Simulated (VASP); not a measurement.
# BP (F-43m) in VASP: a series of runs

BP is run at these levels: LDA; tasks: electric field gradients.

Program: VASP 6.6.1. These are calculated values, not measurements. Logs are shortened: lines on timing, memory, paths and dates and some standing lists are left out, and cuts for length are marked.

### 1 The cell of the first run

Symmetry: F-43m, No. 216, cubic system. The conventional cell has a = 4.523 Å, b = 4.523 Å, c = 4.523 Å, α = 90.00°, β = 90.00°, γ = 90.00°. B (site symmetry -43m) has 4 P at 1.96 Å within 2.6 Å. P (site symmetry -43m) has 4 B at 1.96 Å within 2.6 Å.

### 2 Electric field gradients, LDA (volume scaled by 0.99)

The input, INCAR:

```
ALGO = Normal
EDIFF = 1E-8
ENCUT = 520
ISIF = 2
ISMEAR = -1
LASPH = T
LCHARG = F
LEFG = T
LREAL = F
LWAVE = F
NBANDS = 11
NELM = 100
PREC = Accurate
SIGMA = 0.08
```

The input, KPOINTS:

```
k-points
0
Gamma
  12 12 12
```

The input, POSCAR:

```
BP
1.0
    0.0000000000      2.2614113146      2.2614113146
    2.2614113146      0.0000000000      2.2614113146
    2.2614113146      2.2614113146      0.0000000000
B P
1 1
Direct
    0.0000000000      0.0000000000      0.0000000000
    0.7500000000      0.7500000000      0.7500000000
```

Potentials or basis: VASP PAW LDA potentials, release 64 (B, P).

On the command line:

```bash
$ cat potpaw_LDA.64/B/POTCAR potpaw_LDA.64/P/POTCAR > POTCAR
$ mpirun -np 1 vasp_std > vasp.out
```

OUTCAR:

```text
EDIFF = 1E-8
   ENCUT = 520
   ISIF = 2
   ISMEAR = -1
   LASPH = T
   LREAL = F
   NELM = 100
   PREC = Accurate

 ion  position               nearest neighbor table
   1  0.000  0.000  0.000-   2 1.96   2 1.96   2 1.96   2 1.96
   2  0.750  0.750  0.750-   1 1.96   1 1.96   1 1.96   1 1.96

  LATTYP: Found a face centered cubic cell.
 ALAT       =     4.5228226292

  Lattice vectors:

 A1 = (   0.0000000000,   2.2614113146,   2.2614113146)
 A2 = (   2.2614113146,   0.0000000000,   2.2614113146)
 A3 = (   2.2614113146,   2.2614113146,   0.0000000000)

Analysis of symmetry for initial positions (statically):
=====================================================================
 Subroutine PRICEL returns:
 Original cell was already a primitive cell.

 Routine SETGRP: Setting up the symmetry group for a
 face centered cubic supercell.

 Subroutine GETGRP returns: Found 24 space group operations
 (whereof 24 operations were pure point group operations)
 out of a pool of 48 trial point group operations.

The static configuration has the point symmetry T_d .

Analysis of symmetry for dynamics (positions and initial velocities):
=====================================================================
 Subroutine PRICEL returns:
 Original cell was already a primitive cell.

 Routine SETGRP: Setting up the symmetry group for a
 face centered cubic supercell.

 Subroutine GETGRP returns: Found 24 space group operations
 (whereof 24 operations were pure point group operations)
 out of a pool of 48 trial point group operations.

The dynamic configuration has the point symmetry T_d .

 Subroutine INISYM returns: Found 24 space group operations
 (whereof 24 operations are pure point group operations),
 and found     1 'primitive' translations

----------------------------------------------------------------------------------------

                                     Primitive cell

  volume of cell :      23.1296

  direct lattice vectors                    reciprocal lattice vectors
     0.000000000  2.261411315  2.261411315    -0.221100866  0.221100866  0.221100866
     2.261411315  0.000000000  2.261411315     0.221100866 -0.221100866  0.221100866
     2.261411315  2.261411315  0.000000000     0.221100866  0.221100866 -0.221100866

[... 130 lines left out ...]
 E-fermi :   8.0938     XC(G=0): -11.1295

 val. band max:        7.5261306298   @ k =   0.0000   0.0000   0.0000
 cond. band min:       8.6978984681   @ k =   0.4167   0.4167   0.0000
 fundamental gap:      1.1717678383
 Fermi energy:         8.0938437719

 k-point     1 :       0.0000    0.0000    0.0000
  band No.  band energies     occupation
      1      -7.9528      2.00000
      2       7.5261      1.99835
      3       7.5261      1.99835
      4       7.5261      1.99835
      5      10.9204      0.00000
      6      10.9204      0.00000
      7      10.9204      0.00000
      8      15.0486      0.00000
      9      18.8536      0.00000
     10      19.7372      0.00000
     11      19.7372      0.00000
[... 309 lines left out ...]
 k-point    24 :      -0.4167    0.1667    0.0000
  band No.  band energies     occupation
      1      -4.2568      2.00000
      2      -1.0832      2.00000
      3       3.6135      2.00000
      4       5.2008      2.00000
      5      11.0332      0.00000
      6      13.6315      0.00000
      7      13.8458      0.00000
      8      17.8554      0.00000
      9      19.4177      0.00000
     10      20.3452      0.00000
     11      23.5593      0.00000

 [... further k-points ...]

------------------------ aborting loop because EDIFF is reached ----------------------------------------

  FORCE on cell =-STRESS in cart. coord.  units (eV):
  Direction    XX          YY          ZZ          XY          YZ          ZX
  --------------------------------------------------------------------------------------
  -------------------------------------------------------------------------------------
  Total       -0.5390557     -0.5390557     -0.5390557      0.0000000      0.0000000      0.0000000
  in kB      -37.3401064    -37.3401064    -37.3401064      0.0000000      0.0000000      0.0000000
  external PRESSURE =     -37.3401064 kB  Pullay stress =       0.0000000 kB

 VOLUME and BASIS-vectors are now :
 -----------------------------------------------------------------------------
  energy-cutoff  :      520.00
  volume of cell :       23.13
      direct lattice vectors                 reciprocal lattice vectors
     0.000000000  2.261411315  2.261411315    -0.221100866  0.221100866  0.221100866
     2.261411315  0.000000000  2.261411315     0.221100866 -0.221100866  0.221100866
     2.261411315  2.261411315  0.000000000     0.221100866  0.221100866 -0.221100866

 POSITION                                       TOTAL-FORCE (eV/Angst)
 -----------------------------------------------------------------------------------
      0.00000      0.00000      0.00000         0.000000      0.000000      0.000000
      3.39212      3.39212      3.39212        -0.000000     -0.000000     -0.000000
 -----------------------------------------------------------------------------------
    total drift:                               -0.000000     -0.000000     -0.000000

  FREE ENERGIE OF THE ION-ELECTRON SYSTEM (eV)
  ---------------------------------------------------
  free  energy   TOTEN  =       -14.3939075906 eV

  energy  without entropy=      -14.3938998571  energy(sigma->0) =      -14.39390372

 Electric field gradients (V/A^2)
---------------------------------------------------------------------
 ion       V_xx      V_yy      V_zz      V_xy      V_xz      V_yz
---------------------------------------------------------------------
   1       0.000    -0.000    -0.000     0.000     0.000     0.000
   2       0.000     0.000    -0.000    -0.000    -0.000    -0.000
---------------------------------------------------------------------

 Electric field gradients after diagonalization (V/A^2)
 (convention: |V_zz| > |V_xx| > |V_yy|)
----------------------------------------------------------------------
 ion       V_xx      V_yy      V_zz     asymmetry (V_yy - V_xx)/ V_zz
----------------------------------------------------------------------
   1      -0.000    -0.000     0.000       0.000
   2       0.000     0.000    -0.000       0.000
----------------------------------------------------------------------

           NMR quadrupolar parameters

 Cq : quadrupolar parameter    Cq=e*Q*V_zz/h
 eta: asymmetry parameters     (V_yy - V_xx)/ V_zz
 Q  : nuclear electric quadrupole moment in mb (millibarn)
----------------------------------------------------------------------
 ion       Cq(MHz)       eta       Q (mb)
----------------------------------------------------------------------
   1       0.000       0.000       1.000
   2      -0.000       0.000       1.000
----------------------------------------------------------------------
```

stdout:

```text
POSCAR found type information on POSCAR B P
 POSCAR found :  2 types and       2 ions
 scaLAPACK will be used
 LDA part: xc-table for (Slater(with rela. corr.)+CA(PZ))
 , standard interpolation
 POSCAR, INCAR and KPOINTS ok, starting setup
 FFT: planning ... GRIDC
 FFT: planning ... GRID_SOFT
 FFT: planning ... GRID
 WAVECAR not read
 entering main loop
ion   1

ion   2
```

It used 8.5 s of CPU time on 1 thread of Intel Xeon 6975P-C, with other jobs on the host.

What came out:

* Free energy: -14.3939 eV
* Pressure: -3.7 GPa
* Band gap on the k mesh: 1.17 eV, indirect (least direct gap 3.39 eV)

Caveat: without QUAD_EFG the Cq values of the log hold for a quadrupole moment of 1 mb, not for the nuclei.

### 3 Electric field gradients, LDA (volume scaled by 1.02)

The input, INCAR:

```
PREC     = Accurate       # precision mode
ENCUT    = 520            # plane-wave cutoff, eV
EDIFF    = 1E-8           # SCF threshold, eV
ISMEAR   = -1             # smearing method
SIGMA    = 0.08           # smearing width, eV
LREAL    = False          # projectors in reciprocal space
LASPH    = True           # aspherical terms in the spheres
NELM     = 80             # most SCF steps
ALGO     = Normal         # electronic algorithm
ISIF     = 2              # what is computed and relaxed
LWAVE    = False          # write WAVECAR
LCHARG   = False          # write CHGCAR
LEFG     = True         
NBANDS   = 11             # bands
```

The input, KPOINTS:

```
regular mesh
0
Gamma
  12 12 12
```

The input, POSCAR:

```
BP
1.0
    0.0000000000      2.2840269280      2.2840269280
    2.2840269280      0.0000000000      2.2840269280
    2.2840269280      2.2840269280      0.0000000000
B P
1 1
Direct
    0.0000000000      0.0000000000      0.0000000000
    0.7500000000      0.7500000000      0.7500000000
```

Potentials or basis: VASP PAW LDA potentials, release 64 (B, P).

On the command line:

```bash
$ cat potpaw_LDA.64/B/POTCAR potpaw_LDA.64/P/POTCAR > POTCAR
$ mpirun -np 1 vasp_std > vasp.out
```

OUTCAR:

```text
PREC = Accurate
   ENCUT = 520
   EDIFF = 1E-8
   ISMEAR = -1
   LREAL = False
   LASPH = True
   NELM = 80
   ISIF = 2

 ion  position               nearest neighbor table
   1  0.000  0.000  0.000-   2 1.98   2 1.98   2 1.98   2 1.98
   2  0.750  0.750  0.750-   1 1.98   1 1.98   1 1.98   1 1.98

  LATTYP: Found a face centered cubic cell.
 ALAT       =     4.5680538560

  Lattice vectors:

 A1 = (   0.0000000000,   2.2840269280,   2.2840269280)
 A2 = (   2.2840269280,   0.0000000000,   2.2840269280)
 A3 = (   2.2840269280,   2.2840269280,   0.0000000000)

Analysis of symmetry for initial positions (statically):
[... 548 lines left out ...]

 Electric field gradients (V/A^2)
---------------------------------------------------------------------
 ion       V_xx      V_yy      V_zz      V_xy      V_xz      V_yz
---------------------------------------------------------------------
   1       0.000    -0.000     0.000     0.000     0.000     0.000
   2      -0.000    -0.000     0.000    -0.000    -0.000    -0.000
---------------------------------------------------------------------

 Electric field gradients after diagonalization (V/A^2)
 (convention: |V_zz| > |V_xx| > |V_yy|)
----------------------------------------------------------------------
 ion       V_xx      V_yy      V_zz     asymmetry (V_yy - V_xx)/ V_zz
----------------------------------------------------------------------
   1      -0.000    -0.000     0.000       0.000
   2       0.000     0.000    -0.000       0.000
----------------------------------------------------------------------

           NMR quadrupolar parameters

 Cq : quadrupolar parameter    Cq=e*Q*V_zz/h
 eta: asymmetry parameters     (V_yy - V_xx)/ V_zz
 Q  : nuclear electric quadrupole moment in mb (millibarn)
----------------------------------------------------------------------
 ion       Cq(MHz)       eta       Q (mb)
----------------------------------------------------------------------
   1       0.000       0.000       1.000
   2      -0.000       0.000       1.000
----------------------------------------------------------------------
```

OSZICAR:

```text
N       E                     dE             d eps       ncg     rms          rms(c)
DAV:   1     0.738362783061E+01    0.73836E+01   -0.39463E+03  1600   0.650E+02
DAV:   2    -0.145406581072E+02   -0.21924E+02   -0.21056E+02  2197   0.109E+02
DAV:   3    -0.151451307883E+02   -0.60447E+00   -0.60271E+00  2029   0.155E+01
DAV:   4    -0.151475080748E+02   -0.23773E-02   -0.23770E-02  1788   0.114E+00
DAV:   5    -0.151475217463E+02   -0.13672E-04   -0.13671E-04  1949   0.854E-02    0.713E+00
DAV:   6    -0.144859362455E+02    0.66159E+00   -0.15452E+00  1791   0.525E+00    0.376E+00
DAV:   7    -0.143802107632E+02    0.10573E+00   -0.22996E-01  1969   0.240E+00    0.126E+00
DAV:   8    -0.143677115426E+02    0.12499E-01   -0.30148E-02  1830   0.920E-01    0.211E-01
DAV:   9    -0.143677491091E+02   -0.37566E-04   -0.79706E-04  1811   0.194E-01    0.144E-01
DAV:  10    -0.143677458834E+02    0.32257E-05   -0.13025E-04  1728   0.649E-02    0.333E-02
DAV:  11    -0.143677481782E+02   -0.22948E-05   -0.62311E-06  1974   0.131E-02    0.372E-02
DAV:  12    -0.143677476918E+02    0.48644E-06   -0.25147E-06  1808   0.646E-03    0.107E-02
DAV:  13    -0.143677477012E+02   -0.93980E-08   -0.10107E-07  1905   0.190E-03    0.735E-03
DAV:  14    -0.143677476918E+02    0.93543E-08   -0.23867E-08   993   0.670E-04
   1 F= -.14367748E+02 E0= -.14367745E+02  d E =-.638235E-05
```

stdout:

```text
POSCAR found type information on POSCAR B P
 POSCAR found :  2 types and       2 ions
 scaLAPACK will be used
 LDA part: xc-table for (Slater(with rela. corr.)+CA(PZ))
 , standard interpolation
 POSCAR, INCAR and KPOINTS ok, starting setup
 FFT: planning ... GRIDC
 FFT: planning ... GRID_SOFT
 FFT: planning ... GRID
 WAVECAR not read
 entering main loop
ion   1

ion   2
```

It used 9.6 s of CPU time on 1 thread of Intel Xeon 6975P-C, on a shared host.

What came out:

```
Free energy            : -14.3677 eV
Pressure               : -8.3 GPa
Band gap on the k mesh : 1.21 eV, indirect (least direct gap 3.35 eV)
```

Levels at points of the mesh, in eV from the valence-band top:
```tsv
k point	band 1	band 2	band 3	band 4	band 5	band 6	band 7	band 8	band 9
(0.00, 0.00, 0.00)	-15.22	0.00	0.00	0.00	3.35	3.35	3.35	7.07	11.12
(0.50, 0.00, 0.00)	-11.96	-8.87	-1.72	-1.72	3.66	4.66	4.66	9.85	14.35
(0.50, 0.50, 0.00)	-10.49	-8.39	-4.04	-4.04	1.34	1.57	11.81	11.81	14.74
```

Caveat: without QUAD_EFG the Cq values of the log hold for a quadrupole moment of 1 mb, not for the nuclei.

(Part 1 of 2 ends here.)
